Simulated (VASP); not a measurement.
Input of a VASP 6.6.1 run:

INCAR

```
SYSTEM = Tl
ALGO = Normal
EDIFF = 1E-6
ENCUT = 520
GGA = PE
ISIF = 2
ISMEAR = 0
LASPH = .True.
LCHARG = .False.
LREAL = .False.
LWAVE = .False.
NBANDS = 20
NELM = 100
PREC = Accurate
SIGMA = 0.1
```

File KPOINTS:

```
k-points
0
Gamma
  15 15 8
  0 0 0
```

Contents of POSCAR:

```
Tl
1.0
    3.6120709610      0.0000002989      0.0000000000
   -1.8060357394      3.1281450630      0.0000000000
    0.0000000000      0.0000000000      5.5650523578
Tl
2
Direct
    0.0000000000      0.0000000000      0.0000000000
    0.3333333333      0.6666666667      0.5000000000
```

Potentials or basis: VASP PAW PBE potentials, release 64 (Tl_d).

Command:

```sh
$ cat potpaw_PBE.64/Tl_d/POTCAR > POTCAR
$ mpirun -np 1 vasp_std > vasp.out
```

(1) Predict the pressure.

(2) Predict the band gap on the k mesh.

Answers

(1) -0.1 GPa.

(2) zero (band 13 reaches 9.16 eV, above the bottom of band 14 at 3.72 eV).

Caveat: spin-orbit coupling is left out, which moves the levels of the heavy elements.
